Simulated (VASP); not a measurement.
TaN, 6 atoms in the cell. The structure is trigonal, space group P31m (No. 157). Conventional cell: a = 5.179 Å, b = 5.179 Å, c = 2.896 Å, α = 90.00°, β = 90.00°, γ = 120.00°. Within 2.8 Å of Ta (site symmetry 3) lie 6 N at 2.13 to 2.17 Å. Ta (site symmetry 3m) has 3 N at 2.04 Å within 2.7 Å. N (site symmetry m) has 5 Ta at 2.04 to 2.17 Å within 2.7 Å.  This cell differs from its parent crystal: mode 4 (148.0 1/cm) frozen in, largest displacement +0.113 Å.

```yaml
Program: VASP 6.6.1
Task: single point
Functional: PBEsol
Potentials_or_basis: VASP PAW PBE potentials, release 64 (Ta_pv, N)
Cutoff: 520 eV
k_mesh: 12 × 12 × 16
Occupations: gaussian, width 0.15 eV
Spin: no spin polarisation
Dipole_correction: no
Further_INCAR_settings: ALGO = Normal; EDIFF = 1e-06; NBANDS = 33
```

Potentials or basis: VASP PAW PBE potentials, release 64 (Ta_pv, N).

Launch:

```sh
$ cat potpaw_PBE.64/Ta_pv/POTCAR potpaw_PBE.64/N/POTCAR > POTCAR
$ mpirun -np 1 vasp_std > vasp.out
```

Hardware: 1 thread of Intel(R) Xeon(R) 6975P-C (Granite Rapids) (shared host).

Task: How long does it take, and how much memory?

Result: It took 3.2 min on 1 thread of Intel(R) Xeon(R) 6975P-C (Granite Rapids), on a shared host, peak memory 0.52 GiB. Counts: scf iterations 14, k points 255.
